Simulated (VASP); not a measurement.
**CdCl3: single point with PBE**

The system is CdCl3.

```xyz
4
Lattice="2.5430 1.4682 5.5970 -2.5430 1.4682 5.5970 0.0000 -2.9364 5.5970" Properties=species:S:1:pos:R:3 pbc="T T T"
Cd    0.0000    0.0000    0.0000
Cl    0.0000    0.0000    3.6743
Cl    0.0000    0.0000   13.1166
Cl    0.0000    0.0000    8.3955
```

The cell was generated, and may not be a known phase.

| Property | Result |
| --- | --- |
| Program | VASP 6.6.1 |
| Task | single point |
| Functional | PBE |
| Potentials or basis | VASP PAW PBE potentials, release 64 (Cd, Cl) |
| Cutoff | 520 eV |
| k mesh | 6 × 6 × 6 |
| Occupations | gaussian, width 0.1 eV |
| Spin | no spin polarisation |

```json
{
 "Pressure": "-3.9 GPa",
 "Largest force": "0.988 eV/Å",
 "Band gap on the k mesh": "zero (an odd number of electrons rules out a gap without spin polarisation)"
}
```

Forces in eV/Å, atoms in the order of the input:
```
Cd   0.000  0.000  0.000
Cl   0.000  0.000  0.988
Cl   0.000  0.000 -0.988
Cl   0.000  0.000  0.000
```

Stress tensor (GPa, compression positive):
```
-3.00  0.00  0.00
 0.00 -3.00  0.00
 0.00  0.00 -5.68
```

Levels at points of the mesh, in eV from the Fermi level:
```tsv
k point	band 12	band 13	band 14	band 15	band 16	band 17	band 18	band 19	band 20	band 21
(0.00, 0.00, 0.00)	-1.99	-1.99	-1.78	-1.01	-0.48	-0.02	-0.02	5.75	6.01	6.01
(0.50, 0.00, 0.00)	-1.77	-1.41	-1.23	-0.93	-0.31	0.09	0.48	4.45	5.43	5.52
(0.50, 0.50, 0.00)	-1.53	-1.06	-1.06	-0.99	-0.08	0.05	0.40	4.58	5.79	5.86
(0.50, 0.50, 0.50)	-2.03	-2.03	-1.67	-0.93	0.07	0.07	0.94	4.87	5.92	5.92
```

Wall time 110 s on 1 thread of Intel(R) Xeon(R) Platinum 8259CL CPU @ 2.50GHz (Skylake/Cascade Lake) (shared host), peak memory 0.36 GiB.

Caveat: the cell stands under tension; an odd number of electrons without spin polarisation forces a metal; a magnetic or distorted state may lie lower.
